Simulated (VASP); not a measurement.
# NbP2 (Fm-3m) in VASP: a series of runs, part 2 of 3

VASP 6.6.1.

**4. Relaxation of cell and atoms, r2SCAN**

Contents of POSCAR:

```
NbP2
1.0
    0.0000000000      2.8875311861      2.8875311861
    2.8875311861      0.0000000000      2.8875311861
    2.8875311861      2.8875311861      0.0000000000
Nb P
1 2
Direct
    0.0000000000      0.0000000000      0.0000000000
    0.2500000000      0.2500000000      0.2500000000
    0.7500000000      0.7500000000      0.7500000000
```

Contents of INCAR.step1:

```
SYSTEM = NbP2
PREC = Accurate
ENCUT = 600
ISMEAR = 0
SIGMA = 0.1
LREAL = .False.
LASPH = .True.
NELM = 60
GGA = PE
ALGO = Normal
EDIFF = 1E-4
LWAVE = .True.
LCHARG = .False.
```

Contents of INCAR.step2:

```
SYSTEM = NbP2
PREC = Accurate
ENCUT = 600
EDIFF = 1E-6
ISMEAR = 0
SIGMA = 0.1
LREAL = .False.
LASPH = .True.
NELM = 60
ALGO = Normal
ISIF = 3
LWAVE = .False.
LCHARG = .False.
METAGGA = R2SCAN
LMIXTAU = .True.
IBRION = 2
NSW = 90
EDIFFG = -0.04
ISTART = 1
```

Contents of KPOINTS:

```
Automatic mesh
0
Gamma
  6 6 6
  0 0 0
```

Potentials or basis: VASP PAW PBE potentials, release 64 (Nb_sv, P).

Started as:

```console
cat potpaw_PBE.64/Nb_sv/POTCAR potpaw_PBE.64/P/POTCAR > POTCAR
cp INCAR.step1 INCAR
mpirun -np 1 vasp_std > vasp.out
cp INCAR.step2 INCAR
mpirun -np 1 vasp_std > vasp.out
```

OUTCAR:

```text
SYSTEM = NbP2
   PREC = Accurate
   ENCUT = 600
   EDIFF = 1E-6
   ISMEAR = 0
   LREAL = .False.
   LASPH = .True.
   NELM = 60
   ISIF = 3
   METAGGA = R2SCAN
   IBRION = 2
   NSW = 90
   EDIFFG = -0.04
   ISTART = 1

 ion  position               nearest neighbor table
   1  0.000  0.000  0.000-   3 2.50   3 2.50   3 2.50   2 2.50   2 2.50   2 2.50   3 2.50   2 2.50

   2  0.250  0.250  0.250-   1 2.50   1 2.50   1 2.50   1 2.50   3 2.89   3 2.89   3 2.89   3 2.89
                             3 2.89   3 2.89
   3  0.750  0.750  0.750-   1 2.50   1 2.50   1 2.50   1 2.50   2 2.89   2 2.89   2 2.89   2 2.89
                             2 2.89   2 2.89

  LATTYP: Found a face centered cubic cell.
 ALAT       =     5.7750623722

  Lattice vectors:

 A1 = (   0.0000000000,   2.8875311861,   2.8875311861)
 A2 = (   2.8875311861,   0.0000000000,   2.8875311861)
 A3 = (   2.8875311861,   2.8875311861,   0.0000000000)

Analysis of symmetry for initial positions (statically):
=====================================================================
 Subroutine PRICEL returns:
 Original cell was already a primitive cell.

 Routine SETGRP: Setting up the symmetry group for a
 face centered cubic supercell.

 Subroutine GETGRP returns: Found 48 space group operations
 (whereof 48 operations were pure point group operations)
 out of a pool of 48 trial point group operations.

The static configuration has the point symmetry O_h .

Analysis of symmetry for dynamics (positions and initial velocities):
=====================================================================
 Subroutine PRICEL returns:
 Original cell was already a primitive cell.

 Routine SETGRP: Setting up the symmetry group for a
 face centered cubic supercell.

 Subroutine GETGRP returns: Found 48 space group operations
 (whereof 48 operations were pure point group operations)
 out of a pool of 48 trial point group operations.

The dynamic configuration has the point symmetry O_h .

 Subroutine INISYM returns: Found 48 space group operations
 (whereof 48 operations are pure point group operations),
 and found     1 'primitive' translations

----------------------------------------------------------------------------------------

                                     Primitive cell

  volume of cell :      48.1515

  direct lattice vectors                    reciprocal lattice vectors
     0.000000000  2.887531186  2.887531186    -0.173158303  0.173158303  0.173158303
     2.887531186  0.000000000  2.887531186     0.173158303 -0.173158303  0.173158303
     2.887531186  2.887531186  0.000000000     0.173158303  0.173158303 -0.173158303

  length of vectors
     4.083585765  4.083585765  4.083585765     0.299918979  0.299918979  0.299918979

  position of ions in fractional coordinates (direct lattice)
     0.000000000  0.000000000  0.000000000
     0.250000000  0.250000000  0.250000000
     0.750000000  0.750000000  0.750000000

  ion indices of the primitive-cell ions
   primitive index   ion index
                 1           1
                 2           2
                 3           3

----------------------------------------------------------------------------------------

 KPOINTS: Automatic mesh

Automatic generation of k-mesh.
 Grid dimensions read from file:
 generate k-points for:    6    6    6

 Generating k-lattice:

  Cartesian coordinates                     Fractional coordinates (reciprocal lattice)
    -0.028859717  0.028859717  0.028859717     0.166666667  0.000000000  0.000000000
     0.028859717 -0.028859717  0.028859717     0.000000000  0.166666667  0.000000000
     0.028859717  0.028859717 -0.028859717     0.000000000  0.000000000  0.166666667

  Length of vectors
     0.049986496  0.049986496  0.049986496

  Shift w.r.t. Gamma in fractional coordinates (k-lattice)
     0.000000000  0.000000000  0.000000000

 Subroutine IBZKPT returns following result:
 ===========================================

 Found     16 irreducible k-points:

 Following reciprocal coordinates:
            Coordinates               Weight
  0.000000  0.000000  0.000000      1.000000
  0.166667  0.000000  0.000000      8.000000
  0.333333  0.000000  0.000000      8.000000
  0.500000  0.000000  0.000000      4.000000
  0.166667  0.166667  0.000000      6.000000
  0.333333  0.166667  0.000000     24.000000
[... 8 lines left out ...]
 -0.333333  0.333333  0.166667     24.000000
 -0.333333  0.500000  0.166667     12.000000
   k-points           NKPTS =     16   k-points in BZ     NKDIM =     16   number of bands    NBANDS=     15
   number of dos      NEDOS =    301   number of ions     NIONS =      3
   total plane-waves  NPLWV =  46656
   dimension x,y,z NGX =    36 NGY =   36 NGZ =   36
   dimension x,y,z NGXF=    72 NGYF=   72 NGZF=   72
   ions per type =               1   2
   NGX,Y,Z   is equivalent  to a cutoff of  14.66, 14.66, 14.66 a.u.
   NGXF,Y,Z  is equivalent  to a cutoff of  29.31, 29.31, 29.31 a.u.
 SYSTEM =  NbP2
   PREC   = accura    normal or accurate (medium, high low for compatibility)
   ISTART =      1    job   : 0-new  1-cont  2-samecut
   ICHARG =      0    charge: 1-file 2-atom 10-const
   ISPIN  =      1    spin polarized calculation?
   LNONCOLLINEAR =      F non collinear calculations
   LSORBIT =      F    spin-orbit coupling
   LASPH  =      T    aspherical Exc in radial PAW
   ENCUT  =  600.0 eV  44.10 Ry    6.64 a.u.   8.16  8.16  8.16*2*pi/ulx,y,z
   NELM   =     60;   NELMIN=  2; NELMDL=  0     # of ELM steps
   EDIFF  = 0.1E-05   stopping-criterion for ELM
   LREAL  =      F    real-space projection
   EDIFFG = -.4E-01   stopping-criterion for IOM
   NSW    =     90    number of steps for IOM
   IBRION =      2    ionic relax: 0-MD 1-quasi-New 2-CG
   NFREE  =      1    steps in history (QN), initial steepest desc. (CG)
   ISIF   =      3    stress and relaxation
   ISYM   =      2    0-nonsym 1-usesym 2-fastsym
   POTIM  = 0.5000    time-step for ionic-motion
   TEBEG  =    0.0;   TEEND  =   0.0 temperature during run
   PSTRESS=    0.0 pullay stress
   NELECT =      23.0000    total number of electrons
   NUPDOWN=      -1.0000    fix difference up-down
   EMIN   =  10.00;   EMAX   =-10.00  energy-range for DOS
   EFERMI =   0.00;   METHOD = LEGACY
   ISMEAR =     0;   SIGMA  =   0.10  broadening in eV -4-tet -1-fermi 0-gaus
   EFERMI_NEDOS =   21; number of points for ismear=-14 and -15
   IALGO  =     38    algorithm
   IMIX   =      4    mixing-type and parameters
     AMIX     =   0.40;   BMIX     =  1.00
     AMIX_MAG =   1.60;   BMIX_MAG =  1.00
  volume/ion in A,a.u.               =      16.05       108.31
  Fermi-wavevector in a.u.,A,eV,Ry     =   1.279717  2.418315 22.281945  1.637677
  Thomas-Fermi vector in A             =   2.412187
   LORBIT       =      0    0 simple, 1 ext, 2 COOP (PROOUT), +10 PAW based schemes
   METAGGA = R2SCAN    functional components
   LHFCALC =     F    Hartree Fock is set to
   AEXX    =    0.0000 exact exchange contribution
   IVDW    =     0    specifies the selected vdW correction
   LEPSILON=     F    determine dielectric tensor
   LRPA    =     F    only Hartree local field effects (RPA)
 conjugate gradient relaxation of ions
 non-spin polarized calculation
 Gauss-broadening in eV      SIGMA  =   0.10
  energy-cutoff  :      600.00
  volume of cell :       48.15
 maximum number of plane-waves:      1639
 NGX is ok and might be reduce to    36
   NGX = 17   NGY = 17   NGZ = 17

--------------------------------------- Ionic step        1  -------------------------------------------

 number of electron      23.0000002 magnetization

 Free energy of the ion-electron system (eV)
  ---------------------------------------------------
  ext. energy  EPLUGINS =         0.00000000
  ---------------------------------------------------
  free energy    TOTEN  =       -42.61086041 eV

  energy without entropy =      -42.60076603  energy(sigma->0) =      -42.60581322

 E-fermi :  10.0761     XC(G=0): -12.1878

 val. band max:       10.0749912270   @ k =  -0.1667   0.1667   0.0000
 cond. band min:      10.1061014665   @ k =  -0.3333   0.1667   0.0000
 fundamental gap:      0.0311102394
 Fermi energy:        10.0761132016

 k-point     1 :       0.0000    0.0000    0.0000
  band No.  band energies     occupation
      1     -46.8906      2.00000
      2     -22.3561      2.00000
      3     -22.3561      2.00000
      4     -22.3561      2.00000
      5      -4.5391      2.00000
      6       2.9259      2.00000
      7       3.9078      2.00000
      8       3.9078      2.00000
      9       3.9078      2.00000
     10       9.2155      2.00000
     11       9.2155      2.00000
     12      11.5453      0.00000
     13      11.5453      0.00000
     14      11.5453      0.00000
     15      15.2326      0.00000
[... 376 lines left out ...]
  energy  without entropy=      -42.9637614834  energy(sigma->0) =      -42.96898551

--------------------------------------- Ionic step        4  -------------------------------------------

 number of electron      23.0000002 magnetization

 Free energy of the ion-electron system (eV)
  ---------------------------------------------------
  ext. energy  EPLUGINS =         0.00000000
  ---------------------------------------------------
  free energy    TOTEN  =       -42.97450292 eV

  energy without entropy =      -42.96411666  energy(sigma->0) =      -42.96930979

 E-fermi :   8.4478     XC(G=0): -11.5345

 val. band max:        8.4464549391   @ k =   0.5000   0.0000   0.0000
 cond. band min:       8.5100533174   @ k =  -0.3333   0.1667   0.0000
 fundamental gap:      0.0635983783
 Fermi energy:         8.4477820826

 k-point     1 :       0.0000    0.0000    0.0000
  band No.  band energies     occupation
      1     -48.9091      2.00000
      2     -24.2785      2.00000
      3     -24.2785      2.00000
      4     -24.2785      2.00000
      5      -5.2886      2.00000
      6       0.9547      2.00000
      7       2.9830      2.00000
      8       2.9830      2.00000
      9       2.9830      2.00000
     10       7.8690      2.00000
     11       7.8690      2.00000
     12       9.6578      0.00000
     13       9.6578      0.00000
     14       9.6578      0.00000
     15      13.4060      0.00000
[... 298 lines left out ...]
  FREE ENERGIE OF THE ION-ELECTRON SYSTEM (eV)
  ---------------------------------------------------
  free  energy   TOTEN  =       -42.9745029189 eV

  energy  without entropy=      -42.9641166597  energy(sigma->0) =      -42.96930979

 reached required accuracy - stopping structural energy minimisation
```

Wall time 2.4 min (1 thread of Intel Xeon 6975P-C (Granite Rapids), shared host); peak memory 0.23 GiB.

What came out:

```yaml
Free_energy: -42.9745 eV
Relaxed_volume: 18.21 Å³/atom
Relaxed_cell: a = 4.259 Å, b = 4.259 Å, c = 4.259 Å, α = 60.00°, β = 60.00°, γ = 60.00°
Space_group_after_relaxing_to_0.1_Å: Fm-3m (No. 225)
Energy_gained_by_relaxing: 121.2 meV/atom
Ionic_steps: 4
Pressure_after_relaxing: -0.1 GPa
Band_gap_on_the_k_mesh: zero (an odd number of electrons rules out a gap without spin polarisation)
```

The path:
| step | energy change (eV) | largest force (eV/Å) | pressure (GPa) | volume (Å³) |
| --- | --- | --- | --- | --- |
| 1 | 0.0000 | 0.0000 | 20.07 | 48.15 |
| 2 | 0.0717 | 0.0000 | -13.69 | 63.56 |
| 3 | -0.3633 | 0.0000 | -0.46 | 54.81 |
| 4 | -0.3636 | 0.0000 | -0.06 | 54.64 |

Final structure:
```cif
data_structure
_symmetry_space_group_name_H-M 'P 1'
_symmetry_Int_Tables_number 1
_cell_length_a 4.2593
_cell_length_b 4.2593
_cell_length_c 4.2593
_cell_angle_alpha 60.000
_cell_angle_beta 60.000
_cell_angle_gamma 60.000
_cell_volume 54.64
loop_
_atom_site_label
_atom_site_type_symbol
_atom_site_fract_x
_atom_site_fract_y
_atom_site_fract_z
_atom_site_occupancy
Nb1 Nb 0.00000 0.00000 0.00000 1
P1 P 0.25000 0.25000 0.25000 1
P2 P 0.75000 0.75000 0.75000 1
```

Caveat: the PAW data sets were made with another functional, which shifts forces and pressure a little.

(Continued in part 3 of 3.)
